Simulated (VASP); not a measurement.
Wanted: the native input for a VASP 6.6.1 run.

| Item | Value |
| --- | --- |
| Task | dielectric tensor |
| Functional | r2SCAN |
| Potentials or basis | VASP PAW PBE potentials, release 64 (Sr_sv, O) |
| Cutoff | 520 eV |
| k mesh | 8 × 8 × 8 |
| Occupations | gaussian, width 0.01 eV |
| Spin | no spin polarisation |
| Dipole correction | no |
| Further INCAR settings | ALGO = Normal; EDIFF = 1e-08 |

The structure of SrO lies in POSCAR:

```
SrO
1.0
   -0.1162875676      2.5668004513      2.5668004513
    2.5668004513     -0.1162875676      2.5668004513
    2.5668004513      2.5668004513     -0.1162875676
Sr O
1 1
Direct
    0.0000000000      0.0000000000      0.0000000000
    0.5000000000      0.5000000000      0.5000000000
```

This cell differs from its parent crystal: epitaxial 111 strain +4.0%.

These files were run (other wordings do the same):

INCAR

```
SYSTEM = SrO
ALGO = Normal
EDIFF = 1E-8
ENCUT = 520
ISIF = 2
ISMEAR = 0
LASPH = .TRUE.
LCALCEPS = .TRUE.
LCHARG = .FALSE.
LMIXTAU = .TRUE.
LREAL = .FALSE.
LWAVE = .FALSE.
METAGGA = R2SCAN
NELM = 80
PREC = Accurate
SIGMA = 0.01
```

KPOINTS

```
k-points
0
G
  8 8 8
  0 0 0
```

Potentials or basis: VASP PAW PBE potentials, release 64 (Sr_sv, O).

Launch:

```bash
$ cat potpaw_PBE.64/Sr_sv/POTCAR potpaw_PBE.64/O/POTCAR > POTCAR
$ mpirun -np 1 vasp_std > vasp.out
```

It gave:

```json
{"Band gap on the k mesh": "3.65 eV, indirect (least direct gap 3.81 eV)", "Electronic dielectric tensor (diagonal)": "3.51", "Born charges (mean of the diagonal)": "Sr +2.40; O -2.40 e"}
```

Caveat: the cell differs from its parent crystal (epitaxial 111 strain +4.0%).

It took 58 min on 1 thread of Intel Xeon 6975P-C, on a shared host, peak memory 0.43 GiB.
